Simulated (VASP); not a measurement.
Write the native input for VASP 6.6.1 that does the following.

```yaml
Task: single point
Functional: PBEsol
Potentials_or_basis: VASP PAW PBE potentials, release 64 (Ga_d, Sb)
Cutoff: 520 eV
k_mesh: 16 × 16 × 16
Occupations: gaussian, width 0.15 eV
Spin: no spin polarisation
Dipole_correction: no
Further_INCAR_settings: ALGO = Normal; EDIFF = 1e-06; NBANDS = 16
```

The structure of GaSb lies in POSCAR:

```
GaSb
1.0
    0.0000000000      3.0590000000      3.0590000000
    3.0590000000      0.0000000000      3.0590000000
    3.0590000000      3.0590000000      0.0000000000
Ga Sb
1 1
Direct
    0.0000000000      0.0000000000      0.0000000000
    0.7500000000      0.7500000000      0.7500000000
```

The input as run:

INCAR

```
PREC = Accurate
ENCUT = 520
EDIFF = 1E-6
ISMEAR = 0
SIGMA = 0.15
LREAL = F
LASPH = T
NELM = 100
ALGO = Normal
ISIF = 2
LWAVE = F
LCHARG = F
GGA = PS
NBANDS = 16
```

KPOINTS

```
regular mesh
0
Gamma
  16 16 16
```

Potentials or basis: VASP PAW PBE potentials, release 64 (Ga_d, Sb).

Run with:

```sh
$ cat potpaw_PBE.64/Ga_d/POTCAR potpaw_PBE.64/Sb/POTCAR > POTCAR
$ mpirun -np 1 vasp_std > vasp.out
```

Results of the run:

| Item | Value |
| --- | --- |
| Pressure | -0.1 GPa |
| Band gap on the k mesh | zero (filled and empty bands touch) |

Caveat: the PAW data sets were made with another functional, which shifts forces and pressure a little; spin-orbit coupling is left out, which moves the levels of the heavy elements.

Run time: 2.7 min on 1 thread of AMD EPYC 7R13 Processor (Zen 3) (shared host), peak memory 0.25 GiB.
